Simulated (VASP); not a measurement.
# Cu3O2 (I4/mmm) in VASP: notebook, part 3 of 3

VASP 6.6.1. The steps go on from the part before.

**5. Relaxation of cell and atoms, LDA**

INCAR

```
SYSTEM = Cu3O2
ALGO     = Normal         ! electronic algorithm
EDIFF    = 1E-7           ! SCF threshold, eV
EDIFFG   = -0.01          ! ionic threshold
ENCUT    = 820            ! plane-wave cutoff, eV
GGA_COMPAT= .False.      
IBRION   = 2              ! ionic algorithm
ISIF     = 3              ! what is computed and relaxed
ISMEAR   = -1             ! smearing method
LASPH    = .True.         ! aspherical terms in the spheres
LCHARG   = .False.        ! write CHGCAR
LREAL    = .False.        ! projectors in reciprocal space
LWAVE    = .False.        ! write WAVECAR
NELM     = 120            ! most SCF steps
NELMIN   = 4            
NSW      = 60             ! ionic steps
PREC     = Accurate       ! precision mode
SIGMA    = 0.05           ! smearing width, eV
```

KPOINTS

```
k-points
0
Gamma
  9 9 9
  0 0 0
```

POSCAR

```
Cu3O2
1.0
   -2.0229820000      2.0229820000      3.6736170000
    2.0229820000     -2.0229820000      3.6736170000
    2.0229820000      2.0229820000     -3.6736170000
Cu O
3 2
Direct
    0.0000000000      0.0000000000      0.0000000000
    0.7500000000      0.2500000000      0.5000000000
    0.2500000000      0.7500000000      0.5000000000
    0.5000000000      0.0000000000      0.5000000000
    0.0000000000      0.5000000000      0.5000000000
```

Potentials or basis: VASP PAW LDA potentials, release 64 (Cu_sv_GW, O).

Run with:

```sh
$ cat potpaw_LDA.64/Cu_sv_GW/POTCAR potpaw_LDA.64/O/POTCAR > POTCAR
$ mpirun -np 1 vasp_std > vasp.out
```

OUTCAR:

```text
SYSTEM = Cu3O2
   EDIFF = 1E-7
   EDIFFG = -0.01
   ENCUT = 820
   IBRION = 2
   ISIF = 3
   ISMEAR = -1
   LASPH = .True.
   LREAL = .False.
   NELM = 120
   NELMIN = 4
   NSW = 60
   PREC = Accurate

 ion  position               nearest neighbor table
   1  0.000  0.000  0.000-   4 2.02   5 2.02   5 2.02   4 2.02
   2  0.750  0.250  0.500-   4 1.84   5 1.84
   3  0.250  0.750  0.500-   4 1.84   5 1.84
   4  0.500  0.000  0.500-   2 1.84   3 1.84   1 2.02   1 2.02
   5  0.000  0.500  0.500-   2 1.84   3 1.84   1 2.02   1 2.02

  LATTYP: Found a body centered tetragonal cell.
 ALAT       =     4.0459640000
 C/A-ratio  =     1.8159415160

  Lattice vectors:

 A1 = (  -2.0229820000,   2.0229820000,   3.6736170000)
 A2 = (   2.0229820000,  -2.0229820000,   3.6736170000)
[... 379 lines left out ...]

 number of electron      68.9999990 magnetization

 Free energy of the ion-electron system (eV)
  ---------------------------------------------------
  ext. energy  EPLUGINS =         0.00000000
  ---------------------------------------------------
  free energy    TOTEN  =       -27.74158161 eV

  energy without entropy =      -27.72653383  energy(sigma->0) =      -27.73405772

 E-fermi :   5.0430     XC(G=0): -12.6178

 val. band max:        5.0144696246   @ k =  -0.2222   0.2222   0.0000
 cond. band min:       5.0621470517   @ k =  -0.3333  -0.3333   0.1111
 fundamental gap:      0.0476774271
 Fermi energy:         5.0430299429

 k-point     1 :       0.0000    0.0000    0.0000
  band No.  band energies     occupation
      1    -106.6801      2.00000
      2    -106.3197      2.00000
      3    -106.3167      2.00000
      4     -64.6592      2.00000
      5     -64.6592      2.00000
      6     -64.6231      2.00000
[... 1045 lines left out ...]
     40      14.4184      0.00000
     41      15.9475      0.00000

 [... further k-points ...]
[... 5 lines left out ...]
  --------------------------------------------------------------------------------------
  -------------------------------------------------------------------------------------
  Total       -0.0290236     -0.0290236      0.0453500      0.0000000      0.0000000      0.0000000
  in kB       -0.8455662     -0.8455662      1.3212136      0.0000000      0.0000000      0.0000000
  external PRESSURE =      -0.1233063 kB  Pullay stress =       0.0000000 kB
[... 20 lines left out ...]
  FREE ENERGIE OF THE ION-ELECTRON SYSTEM (eV)
  ---------------------------------------------------
  free  energy   TOTEN  =       -27.7415816109 eV

  energy  without entropy=      -27.7265338281  energy(sigma->0) =      -27.73405772

 reached required accuracy - stopping structural energy minimisation
```

Run time: 40 min. Hardware: 1 thread of Intel Xeon 6975P-C (Granite Rapids), shared host; peak memory 0.52 GiB.

What came out:

- Free energy: -27.7416 eV
- Relaxed volume: 11.00 Å³/atom
- Relaxed cell: a = 4.537 Å, b = 4.537 Å, c = 4.537 Å, α = 128.95°, β = 128.95°, γ = 75.09°
- Space group after relaxing (to 0.1 Å): I4/mmm (No. 139)
- Energy gained by relaxing: 39.7 meV/atom
- Ionic steps: 11
- Pressure after relaxing: 0.0 GPa
- Band gap on the k mesh: zero (an odd number of electrons rules out a gap without spin polarisation)

Stress tensor (GPa, compression positive):
```
-0.08  0.00  0.00
 0.00 -0.08  0.00
 0.00  0.00  0.13
```

Step by step:
| step | energy change (eV) | largest force (eV/Å) | pressure (GPa) | volume (Å³) |
| --- | --- | --- | --- | --- |
| 1 | 0.0000 | 0.0000 | -12.09 | 60.14 |
| 2 | 0.0290 | 0.0000 | 14.63 | 52.57 |
| 3 | -0.1712 | 0.0000 | -1.22 | 56.30 |
| 4 | -0.1713 | 0.0000 | -0.97 | 56.22 |
| 5 | -0.1964 | 0.0000 | -0.19 | 55.27 |
| 6 | -0.1983 | 0.0000 | 0.19 | 54.93 |
| 7 | -0.1983 | 0.0000 | 0.16 | 54.96 |
| 8 | -0.1983 | 0.0000 | -0.25 | 55.07 |
| 9 | -0.1984 | 0.0000 | -0.10 | 55.00 |
| 10 | -0.1983 | 0.0000 | 0.01 | 54.99 |
| 11 | -0.1983 | 0.0000 | -0.01 | 54.99 |

Final structure:
```cif
data_structure
_symmetry_space_group_name_H-M 'P 1'
_symmetry_Int_Tables_number 1
_cell_length_a 4.5370
_cell_length_b 4.5370
_cell_length_c 4.5370
_cell_angle_alpha 128.951
_cell_angle_beta 128.951
_cell_angle_gamma 75.090
_cell_volume 54.99
loop_
_atom_site_label
_atom_site_type_symbol
_atom_site_fract_x
_atom_site_fract_y
_atom_site_fract_z
_atom_site_occupancy
Cu1 Cu 0.00000 0.00000 0.00000 1
Cu2 Cu 0.75000 0.25000 0.50000 1
Cu3 Cu 0.25000 0.75000 0.50000 1
O1 O 0.50000 0.00000 0.50000 1
O2 O 0.00000 0.50000 0.50000 1
```

Levels at points of the mesh, in eV from the Fermi level:
```tsv
k point	band 31	band 32	band 33	band 34	band 35	band 36	band 37	band 38	band 39	band 40
(0.00, 0.00, 0.00)	-1.81	-1.61	-0.94	-0.94	0.44	0.63	5.15	5.15	7.21	7.48
```

With open d or f shells a metallic result of LDA can be an artefact of self-interaction; +U or a hybrid may open a gap.

**6. Single point, PBEsol**

This run uses another cell than the first one, of 12.15 Å³/atom.

INCAR

```
SYSTEM = Cu3O2
  ALGO = Normal
  EDIFF = 1E-6
  ENCUT = 820
  GGA = PS
  GGA_COMPAT = .FALSE.
  ISIF = 2
  ISMEAR = -1
  LASPH = .TRUE.
  LCHARG = .FALSE.
  LREAL = .FALSE.
  LWAVE = .FALSE.
  NBANDS = 42
  NELM = 120
  PREC = Accurate
  SIGMA = 0.05
```

KPOINTS

```
k-points
0
G
  8 8 8
  0 0 0
```

POSCAR, as its differences from that of step 5:

```diff
@@ -2,5 +2,5 @@
 1.0
-   -2.0229820000      2.0229820000      3.6736170000
-    2.0229820000     -2.0229820000      3.6736170000
-    2.0229820000      2.0229820000     -3.6736170000
+   -2.0229820000      2.0229820000      3.7103531700
+    2.0229820000     -2.0229820000      3.7103531700
+    2.0229820000      2.0229820000     -3.7103531700
 Cu O
```

Potentials or basis: VASP PAW PBE potentials, release 64 (Cu_sv_GW, O).

Run with:

```sh
$ cat potpaw_PBE.64/Cu_sv_GW/POTCAR potpaw_PBE.64/O/POTCAR > POTCAR
$ mpirun -np 1 vasp_std > vasp.out
```

It took 10 min on 1 thread of Intel Xeon Platinum 8488C (Sapphire Rapids), shared host; peak memory 0.48 GiB.

It converged, with:

* Free energy: -25.1570 eV
* Pressure: -9.0 GPa
* Band gap on the k mesh: zero (an odd number of electrons rules out a gap without spin polarisation)

Stress tensor (GPa, compression positive):
```
 -6.38   0.00   0.00
  0.00  -6.38   0.00
  0.00   0.00 -14.21
```

Levels at points of the mesh, in eV from the Fermi level:
```tsv
k point	band 31	band 32	band 33	band 34	band 35	band 36	band 37	band 38	band 39	band 40
(0.00, 0.00, 0.00)	-1.57	-1.39	-0.76	-0.76	0.37	0.39	5.10	5.10	6.77	7.18
(0.50, 0.00, 0.00)	-1.45	-1.25	-0.87	-0.51	-0.20	2.74	3.13	8.04	8.06	8.08
(0.50, 0.50, 0.00)	-1.44	-0.44	-0.39	-0.20	0.48	1.31	3.47	3.58	7.41	9.16
(0.50, 0.50, 0.50)	-1.66	-1.39	-1.24	-0.29	-0.29	3.19	4.51	6.21	6.21	7.28
```

Caveat: the stress differs along the axes, from -14 to -6 GPa; the PAW data sets were made with another functional, which shifts forces and pressure a little. With open d or f shells a metallic result of PBEsol can be an artefact of self-interaction; +U or a hybrid may open a gap.

**7. Summary**

| task | level | potentials or basis | cell | k mesh | cutoff (eV) | gap on the mesh (eV) | pressure (GPa) |
| --- | --- | --- | --- | --- | --- | --- | --- |
| relaxation of cell and atoms | PBEsol | VASP PAW PBE potentials, release 64 (Cu, O) | relaxed to 10 GPa from a = 4.656 Å, angles 128.5, 128.5, 75.8°, 5 atoms | 9 × 9 × 9 | 600 | none | 10.0 |
| relaxation of cell and atoms | PBEsol | VASP PAW PBE potentials, release 64 (Cu, O) | relaxed to 20 GPa from a = 4.656 Å, angles 128.5, 128.5, 75.8°, 5 atoms | 9 × 9 × 9 | 600 | none | 20.0 |
| relaxation of cell and atoms | PBEsol | VASP PAW PBE potentials, release 64 (Cu, O) | relaxed to 30 GPa from a = 4.656 Å, angles 128.5, 128.5, 75.8°, 5 atoms | 9 × 9 × 9 | 600 | none | 30.0 |
| relaxation of cell and atoms | LDA | VASP PAW LDA potentials, release 64 (Cu_sv_GW, O) | relaxed from a = 4.656 Å, angles 128.5, 128.5, 75.8°, 5 atoms | 9 × 9 × 9 | 820 | none | 0.0 |
| single point | PBEsol | VASP PAW PBE potentials, release 64 (Cu_sv_GW, O) | a = 4.685 Å, angles 128.8, 128.8, 75.3°, 5 atoms | 8 × 8 × 8 | 820 | none | -9.0 |

Alike in all rows: no spin polarisation; smearing fermi-dirac 0.05 eV.

Caveats: the PAW data sets were made with another functional, which shifts forces and pressure a little (at least some runs); the cell is relaxed towards a set pressure, so the run minimises the enthalpy, not the energy (at least some runs); the volume moved by over 15 % at a fixed basis, so the end points are rough (at least some runs); the stress differs along the axes, from -14 to -6 GPa (at least some runs).

Total energies depend on the potentials used, so only differences within one code and one set of settings carry meaning.

The gap in the log of VASP goes by the Fermi energy; the results here count the filled bands.